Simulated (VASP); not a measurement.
# Ru (P2_1/m) in VASP: further runs

The runs below take Ru through single point, with PBEsol.

Everything below comes from runs of VASP 6.6.1. Logs are shortened: lines on timing, memory, paths and dates and some standing lists are left out, and cuts for length are marked.

**1. The cell of the first run**

Symmetry: P2_1/m, No. 11, monoclinic system. Conventional cell: a = 2.706 Å, b = 4.282 Å, c = 2.706 Å, α = 90.00°, β = 120.00°, γ = 90.00°. Ru (site symmetry m) has 12 Ru at 2.45 to 2.91 Å within 3.2 Å.

**2. Single point, PBEsol (atom 1 (Ru) moved by (-0.450, +0.000) A along x and y)**

Input file INCAR:

```
PREC = Accurate
ENCUT = 520
EDIFF = 1E-6
ISMEAR = 0
SIGMA = 0.15
LREAL = False
LASPH = True
NELM = 60
ALGO = Fast
ISIF = 2
LWAVE = False
LCHARG = False
GGA = PS
NBANDS = 21
```

Input file KPOINTS:

```
Automatic mesh
0
Gamma
  24 24 12
```

Input file POSCAR:

```
Ru
1.0
    2.7057993342      0.0000000000      0.0000000000
   -1.3528996671      2.3432909610      0.0000000000
    0.0000000000      0.0000000000      4.2819000000
Ru
2
Direct
    0.1670238830      0.6666666667      0.2500000000
    0.6666666667      0.3333333333      0.7500000000
```

Potentials or basis: VASP PAW PBE potentials, release 64 (Ru_pv).

Command:

```bash
cat potpaw_PBE.64/Ru_pv/POTCAR > POTCAR
mpirun -np 1 vasp_std > vasp.out
```

OUTCAR:

```text
PREC = Accurate
   ENCUT = 520
   EDIFF = 1E-6
   ISMEAR = 0
   LREAL = False
   LASPH = True
   NELM = 60
   ISIF = 2
   GGA = PS

 ion  position               nearest neighbor table
   1  0.167  0.667  0.250-   2 2.45   2 2.45   2 2.69   2 2.69   2 2.91   2 2.91
   2  0.667  0.333  0.750-   1 2.45   1 2.45   1 2.69   1 2.69   1 2.91   1 2.91

  LATTYP: Found a hexagonal cell.
 ALAT       =     2.7057993342
 C/A-ratio  =     1.5824898565

  Lattice vectors:

 A1 = (   2.7057993342,   0.0000000000,   0.0000000000)
 A2 = (  -1.3528996671,   2.3432909610,   0.0000000000)
 A3 = (   0.0000000000,   0.0000000000,   4.2819000000)

Analysis of symmetry for initial positions (statically):
=====================================================================
 Subroutine PRICEL returns:
 Original cell was already a primitive cell.

 Routine SETGRP: Setting up the symmetry group for a
 hexagonal supercell.

 Subroutine GETGRP returns: Found  4 space group operations
 (whereof  1 operations were pure point group operations)
 out of a pool of 24 trial point group operations.

The static configuration has the point symmetry C_1 .
 The point group associated with its full space group is C_2h.

Analysis of symmetry for dynamics (positions and initial velocities):
=====================================================================
 Subroutine PRICEL returns:
 Original cell was already a primitive cell.

 Routine SETGRP: Setting up the symmetry group for a
 hexagonal supercell.

 Subroutine GETGRP returns: Found  4 space group operations
 (whereof  1 operations were pure point group operations)
 out of a pool of 24 trial point group operations.

The dynamic configuration has the point symmetry C_1 .
 The point group associated with its full space group is C_2h.

 Subroutine INISYM returns: Found  4 space group operations
 (whereof  1 operations are pure point group operations),
 and found     1 'primitive' translations

----------------------------------------------------------------------------------------

                                     Primitive cell

  volume of cell :      27.1493

  direct lattice vectors                    reciprocal lattice vectors
     2.705799334  0.000000000  0.000000000     0.369576556  0.213375124  0.000000000
    -1.352899667  2.343290961  0.000000000     0.000000000  0.426750249  0.000000000
     0.000000000  0.000000000  4.281900000     0.000000000  0.000000000  0.233541185
[... 76 lines left out ...]
   ISTART =      0    job   : 0-new  1-cont  2-samecut
   ICHARG =      2    charge: 1-file 2-atom 10-const
   ISPIN  =      1    spin polarized calculation?
   LNONCOLLINEAR =      F non collinear calculations
   LSORBIT =      F    spin-orbit coupling
   LASPH  =      T    aspherical Exc in radial PAW
   ENCUT  =  520.0 eV  38.22 Ry    6.18 a.u.   5.03  5.03  7.96*2*pi/ulx,y,z
   NELM   =     60;   NELMIN=  2; NELMDL= -5     # of ELM steps
   EDIFF  = 0.1E-05   stopping-criterion for ELM
   LREAL  =      F    real-space projection
   EDIFFG = 0.1E-04   stopping-criterion for IOM
   NSW    =      0    number of steps for IOM
   IBRION =     -1    ionic relax: 0-MD 1-quasi-New 2-CG
   NFREE  =      0    steps in history (QN), initial steepest desc. (CG)
   ISIF   =      2    stress and relaxation
   ISYM   =      2    0-nonsym 1-usesym 2-fastsym
   POTIM  = 0.5000    time-step for ionic-motion
   TEBEG  =    0.0;   TEEND  =   0.0 temperature during run
   PSTRESS=    0.0 pullay stress
   NELECT =      28.0000    total number of electrons
   NUPDOWN=      -1.0000    fix difference up-down
   EMIN   =  10.00;   EMAX   =-10.00  energy-range for DOS
   EFERMI =   0.00;   METHOD = LEGACY
   ISMEAR =     0;   SIGMA  =   0.15  broadening in eV -4-tet -1-fermi 0-gaus
   EFERMI_NEDOS =   21; number of points for ismear=-14 and -15
   IALGO  =     68    algorithm
   IMIX   =      4    mixing-type and parameters
     AMIX     =   0.40;   BMIX     =  1.00
     AMIX_MAG =   1.60;   BMIX_MAG =  1.00
  volume/ion in A,a.u.               =      13.57        91.61
  Fermi-wavevector in a.u.,A,eV,Ry     =   1.654022  3.125649 37.222686  2.735790
  Thomas-Fermi vector in A             =   2.742361
   LORBIT       =      0    0 simple, 1 ext, 2 COOP (PROOUT), +10 PAW based schemes
   GGA     = PS    functional components
   LHFCALC =     F    Hartree Fock is set to
   AEXX    =    0.0000 exact exchange contribution
   IVDW    =     0    specifies the selected vdW correction
   LEPSILON=     F    determine dielectric tensor
   LRPA    =     F    only Hartree local field effects (RPA)
 non-spin polarized calculation
 RMM-DIIS sequential band-by-band and
 Gauss-broadening in eV      SIGMA  =   0.15
  energy-cutoff  :      520.00
  volume of cell :       27.15
 maximum number of plane-waves:       756
   NGX =  9   NGY =  9   NGZ = 15

 number of electron      28.0000005 magnetization

 Free energy of the ion-electron system (eV)
  ---------------------------------------------------
  ext. energy  EPLUGINS =         0.00000000
  ---------------------------------------------------
  free energy    TOTEN  =       -19.68523560 eV

  energy without entropy =      -19.65821334  energy(sigma->0) =      -19.67172447

 E-fermi :  12.8277     XC(G=0): -14.2609

 val. band max:       12.8276814485   @ k =  -0.1667   0.2917  -0.1667
 cond. band min:      12.8284667765   @ k =   0.4583   0.0417   0.3333
 fundamental gap:      0.0007853280
 Fermi energy:        12.8277438841

 k-point     1 :       0.0000    0.0000    0.0000
  band No.  band energies     occupation
      1     -31.0069      2.00000
      2     -29.9809      2.00000
      3     -29.7859      2.00000
      4     -29.7414      2.00000
      5     -29.6803      2.00000
      6     -29.6209      2.00000
[... 565 lines left out ...]
     20      23.1195      0.00000
     21      24.3314      0.00000

 [... further k-points ...]
[... 5 lines left out ...]
  --------------------------------------------------------------------------------------
  -------------------------------------------------------------------------------------
  Total       -0.5398531     -0.3975619      2.3034154      1.3266328      0.0000000      0.0000000
  in kB      -31.8586842    -23.4615666    135.9328808     78.2894033      0.0000000      0.0000000
  external PRESSURE =      26.8708767 kB  Pullay stress =       0.0000000 kB

 VOLUME and BASIS-vectors are now :
 -----------------------------------------------------------------------------
  energy-cutoff  :      520.00
  volume of cell :       27.15
      direct lattice vectors                 reciprocal lattice vectors
     2.705799334  0.000000000  0.000000000     0.369576556  0.213375124  0.000000000
    -1.352899667  2.343290961  0.000000000     0.000000000  0.426750249  0.000000000
     0.000000000  0.000000000  4.281900000     0.000000000  0.000000000  0.233541185

 POSITION                                       TOTAL-FORCE (eV/Angst)
 -----------------------------------------------------------------------------------
     -0.45000      1.56219      1.07048         2.509990     -0.306516      0.000000
      1.35290      0.78110      3.21143        -2.509990      0.306516     -0.000000
 -----------------------------------------------------------------------------------
    total drift:                               -0.000006     -0.000013      0.000000

  FREE ENERGIE OF THE ION-ELECTRON SYSTEM (eV)
  ---------------------------------------------------
  free  energy   TOTEN  =       -19.6852356014 eV

  energy  without entropy=      -19.6582133433  energy(sigma->0) =      -19.67172447
```

OSZICAR:

```text
N       E                     dE             d eps       ncg     rms          rms(c)
DAV:   1     0.287895322595E+03    0.28790E+03   -0.17505E+04 85332   0.148E+03
DAV:   2    -0.152327435298E+02   -0.30313E+03   -0.29406E+03 87430   0.447E+02
DAV:   3    -0.210967215933E+02   -0.58640E+01   -0.58272E+01100065   0.697E+01
DAV:   4    -0.211410752540E+02   -0.44354E-01   -0.44304E-01108224   0.576E+00
DAV:   5    -0.211416283279E+02   -0.55307E-03   -0.54920E-03 97659   0.565E-01    0.200E+01
RMM:   6    -0.197864242013E+02    0.13552E+01   -0.28788E+00 87631   0.141E+01    0.565E+00
RMM:   7    -0.196939954055E+02    0.92429E-01   -0.38212E-01 94716   0.458E+00    0.122E+00
RMM:   8    -0.196855112005E+02    0.84842E-02   -0.26809E-02 97032   0.156E+00    0.466E-01
RMM:   9    -0.196851967023E+02    0.31450E-03   -0.29396E-03 98217   0.480E-01    0.575E-02
RMM:  10    -0.196852291863E+02   -0.32484E-04   -0.45487E-04101200   0.189E-01    0.297E-02
RMM:  11    -0.196852358718E+02   -0.66856E-05   -0.98209E-05108633   0.630E-02    0.938E-03
RMM:  12    -0.196852356814E+02    0.19045E-06   -0.14854E-05109093   0.266E-02    0.478E-03
RMM:  13    -0.196852356014E+02    0.79927E-07   -0.15606E-06 74074   0.100E-02
   1 F= -.19685236E+02 E0= -.19671724E+02  d E =-.270223E-01
```

stdout:

```text
POSCAR found type information on POSCAR Ru
 POSCAR found :  1 types and       2 ions
 scaLAPACK will be used
 -----------------------------------------------------------------------------
|                                                                             |
|                                                                             |
|     You enforced a specific xc type in the INCAR file but a different       |
|     I HOPE YOU KNOW WHAT YOU ARE DOING!                                     |
|                                                                             |
 -----------------------------------------------------------------------------

 LDA part: xc-table for (Slater+PW92), standard interpolation
 POSCAR, INCAR and KPOINTS ok, starting setup
 FFT: planning ... GRIDC
 FFT: planning ... GRID_SOFT
 FFT: planning ... GRID
 WAVECAR not read
 entering main loop
WARNING in EDDRMM: call to ZHEGV failed, returncode =   6  3     19
WARNING in EDDRMM: call to ZHEGV failed, returncode =   6  3     19
WARNING in EDDRMM: call to ZHEGV failed, returncode =   8  4     21
WARNING in EDDRMM: call to ZHEGV failed, returncode =   6  3     20
```

It took 6 min on 1 thread of Intel Xeon 6975P-C (Granite Rapids), shared host; peak memory 0.9 GiB.

Results:

```yaml
Free_energy: -19.6852 eV
Pressure: 2.7 GPa
Largest_force: 2.529 eV/Å
Band_gap_on_the_k_mesh: zero (band 14 reaches 14.38 eV, above the bottom of band 15 at 11.39 eV)
```

Forces on the atoms (eV/Å):
```
Ru   2.510 -0.307  0.000
Ru  -2.510  0.307  0.000
```

Stress tensor (GPa, compression positive):
```
-3.19  7.83  0.00
 7.83 -2.35  0.00
 0.00  0.00 13.59
```

Caveat: the cell differs from its parent crystal (atom 1 (Ru) moved by (-0.450, +0.000) A along x and y); the PAW data sets were made with another functional, which shifts forces and pressure a little.

**3. Single point, PBEsol (atom 1 (Ru) moved by (-0.225, -0.450) A along x and y)**

Input file INCAR:

```
PREC = Accurate
ENCUT = 520
EDIFF = 1E-7
ISMEAR = 0
SIGMA = 0.15
LREAL = F
LASPH = T
NELM = 100
ALGO = Fast
ISIF = 2
LWAVE = F
LCHARG = F
GGA = PS
NBANDS = 21
```

Input file KPOINTS:

```
regular mesh
0
Gamma
  24 24 12
```

POSCAR: that of step 2 with these lines changed.

```diff
@@ -8,3 +8,3 @@
 Direct
-    0.1670238830      0.6666666667      0.2500000000
+    0.1541598022      0.4746290548      0.2500000000
     0.6666666667      0.3333333333      0.7500000000
```

Potentials or basis: VASP PAW PBE potentials, release 64 (Ru_pv).

Command:

```bash
cat potpaw_PBE.64/Ru_pv/POTCAR > POTCAR
mpirun -np 1 vasp_std > vasp.out
```

Wall time 9.3 min (1 thread of AMD EPYC 9R45 (Zen 5), shared host); peak memory 0.87 GiB.

Results (log left out):

* Free energy: -19.5417 eV
* Pressure: 4.3 GPa
* Largest force: 2.545 eV/Å
* Band gap on the k mesh: zero (band 14 reaches 14.39 eV, above the bottom of band 15 at 11.39 eV)

Forces in eV/Å, atoms in the order of the input:
```
Ru   0.861  2.395  0.000
Ru  -0.861 -2.395  0.000
```

Stress tensor (GPa, compression positive):
```
 5.36  3.56  0.00
 3.56 -9.88  0.00
 0.00  0.00 17.36
```

Levels at points of the mesh, in eV from the Fermi level:
```tsv
k point	band 11	band 12	band 13	band 14	band 15	band 16	band 17	band 18
(0.00, 0.00, 0.00)	-2.40	-2.06	-1.96	-1.40	-0.66	0.29	1.12	2.09
(0.50, 0.00, 0.00)	-2.99	-2.61	-1.90	1.03	1.26	1.90	4.65	5.11
(0.00, 0.50, 0.00)	-1.75	-0.75	-0.25	1.36	1.75	1.82	2.74	7.06
(0.50, 0.50, 0.00)	-2.63	-2.00	-1.86	-0.02	1.51	1.65	4.00	5.86
(0.00, 0.00, 0.50)	-2.79	-2.79	-2.36	-2.36	0.01	0.01	0.38	0.38
(0.50, 0.00, 0.50)	-0.76	-0.76	1.55	1.55	1.80	1.80	2.26	2.26
(0.00, 0.50, 0.50)	-1.82	-1.82	-0.23	-0.23	1.63	1.63	4.87	4.87
(0.50, 0.50, 0.50)	-0.64	-0.64	1.01	1.01	1.61	1.61	3.34	3.34
```

Caveat: the cell differs from its parent crystal (atom 1 (Ru) moved by (-0.225, -0.450) A along x and y); the PAW data sets were made with another functional, which shifts forces and pressure a little.
